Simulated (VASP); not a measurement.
A run of VASP 6.6.1 is set up as follows.

The input INCAR:

```
  PREC = Accurate
  ENCUT = 520
  EDIFF = 1E-7
  ISMEAR = 0
  SIGMA = 0.01
  LREAL = F
  LASPH = T
  NELM = 100
  ALGO = Normal
  ISIF = 2
  LWAVE = F
  LCHARG = F
  GGA = PS
  NBANDS = 75
```

The input KPOINTS:

```
regular mesh
0
Gamma
  6 6 4
```

POSCAR

```
In5AgSe8
1.0
    5.7749775618      0.0000000000      0.0000000000
    0.0000000000      5.7749775618      0.0000000000
    0.0000000000      0.0000000000     11.6768963994
In Ag Se
5 1 8
Direct
    0.0000000000      0.5000000000      0.2556582011
    0.5000000000      0.0000000000      0.7443417989
    0.0000000000      0.5000000000      0.7443417989
    0.5000000000      0.0000000000      0.2556582011
    0.5000000000      0.5000000000      0.0000000000
    0.0000000000      0.0000000000      0.5000000000
    0.2218322911      0.2218322911      0.1108976881
    0.2218322911      0.7781677089      0.8891023119
    0.7781677089      0.7781677089      0.1108976881
    0.7781677089      0.2218322911      0.8891023119
    0.7233757133      0.7233757133      0.6128480614
    0.7233757133      0.2766242867      0.3871519386
    0.2766242867      0.2766242867      0.6128480614
    0.2766242867      0.7233757133      0.3871519386
```

Potentials or basis: VASP PAW PBE potentials, release 64 (In_d, Ag, Se).

The run is started by

```sh
$ cat potpaw_PBE.64/In_d/POTCAR potpaw_PBE.64/Ag/POTCAR potpaw_PBE.64/Se/POTCAR > POTCAR
$ mpirun -np 1 vasp_std > vasp.out
```

**Question.** Predict the band gap on the k mesh.

**Answer.** 0.22 eV (least direct gap 0.27 eV).

**Question.** Predict the largest force.

**Answer.** 0.014 eV/Å.

**Question.** What does it give for the pressure?

**Answer.** 0.1 GPa.

Forces on the atoms (eV/Å):
```
In   0.000  0.000 -0.002
In   0.000  0.000  0.002
In   0.000  0.000  0.002
In   0.000  0.000 -0.002
In   0.000  0.000  0.000
Ag   0.000  0.000  0.000
Se  -0.007 -0.007 -0.007
Se  -0.007  0.007  0.007
Se   0.007  0.007 -0.007
Se   0.007 -0.007  0.007
Se  -0.002 -0.002 -0.014
Se  -0.002  0.002  0.014
Se   0.002  0.002 -0.014
Se   0.002 -0.002  0.014
```

Caveat: the PAW data sets were made with another functional, which shifts forces and pressure a little; spin-orbit coupling is left out, which moves the levels of the heavy elements. A k mesh can miss the band edges.
